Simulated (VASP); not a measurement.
The system is GaP.

```xyz
2
Lattice="0.0000 2.7200 2.7200 2.7200 0.0000 2.7200 2.7200 2.7200 0.0000" Properties=species:S:1:pos:R:3 pbc="T T T"
Ga    0.0000    0.0000    0.0000
P     1.3600    1.3600    1.3600
```

| Quantity | Value |
| --- | --- |
| Program | VASP 6.6.1 |
| Task | relaxation of cell and atoms |
| Functional | LDA |
| Potentials or basis | VASP PAW LDA potentials, release 64 (Ga_d, P) |
| Cutoff | 500 eV |
| k mesh | 6 × 6 × 6 |
| Occupations | fermi-dirac, width 0.02 eV |
| Spin | no spin polarisation |

At the start: pressure -2.2 GPa; volume 20.12 Å³/atom.

Q: How do energy, volume and symmetry change on relaxing?

A: Over 3 steps the energy falls by 3.5 meV/atom and the volume is 19.62 Å³/atom (-2.5 %); space group F-43m (No. 216, to 0.1 Å) before and after.

The path:
| step | energy change (eV) | largest force (eV/Å) | pressure (GPa) | volume (Å³) |
| --- | --- | --- | --- | --- |
| 1 | 0.0000 | 0.0000 | -2.16 | 40.25 |
| 2 | -0.0048 | 0.0000 | 1.31 | 38.68 |
| 3 | -0.0070 | 0.0000 | 0.00 | 39.24 |

Final structure:
```xyz
2
Lattice="0.0000 2.6970 2.6970 2.6970 0.0000 2.6970 2.6970 2.6970 0.0000" Properties=species:S:1:pos:R:3 pbc="T T T"
Ga    0.0000    0.0000    0.0000
P     1.3485    1.3485    1.3485
```
